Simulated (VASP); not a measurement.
Write the native input for VASP 6.6.1 that does the following.

- Task: single point
- Functional: PBE
- Potentials or basis: VASP PAW PBE potentials, release 64 (Mg, O)
- Cutoff: 520 eV
- k mesh: 10 × 10 × 10
- Occupations: gaussian, width 0.02 eV
- Spin: no spin polarisation
- Dipole correction: no
- Further INCAR settings: ALGO = Normal; EDIFF = 1e-06; NBANDS = 11

The structure of MgO lies in POSCAR:

```
MgO
1.0
    0.0000000000      2.0610306686      2.0610306686
    2.0610306686      0.0000000000      2.0610306686
    2.0610306686      2.0610306686      0.0000000000
Mg O
1 1
Direct
    0.0000000000      0.0000000000      0.0000000000
    0.5000000000      0.5000000000      0.5000000000
```

This cell differs from its parent crystal: volume scaled by 0.91.

These files were run (other wordings do the same):

INCAR

```
PREC = Accurate ; ENCUT = 520
EDIFF = 1E-6 ; ISMEAR = 0
SIGMA = 0.02 ; LREAL = F
LASPH = T ; NELM = 100
ALGO = Normal ; ISIF = 2
LWAVE = F ; LCHARG = F
GGA = PE ; NBANDS = 11
```

KPOINTS

```
regular mesh
0
Gamma
  10 10 10
```

Potentials or basis: VASP PAW PBE potentials, release 64 (Mg, O).

Run with:

```console
$ cat potpaw_PBE.64/Mg/POTCAR potpaw_PBE.64/O/POTCAR > POTCAR
$ mpirun -np 1 vasp_std > vasp.out
```

It gave:

```yaml
Pressure: 16.4 GPa
Band_gap_on_the_k_mesh: 5.38 eV, direct
```

Run time: 3.7 s on 1 thread of Intel(R) Xeon(R) 6975P-C (Granite Rapids), on a shared host, peak memory 0.14 GiB.
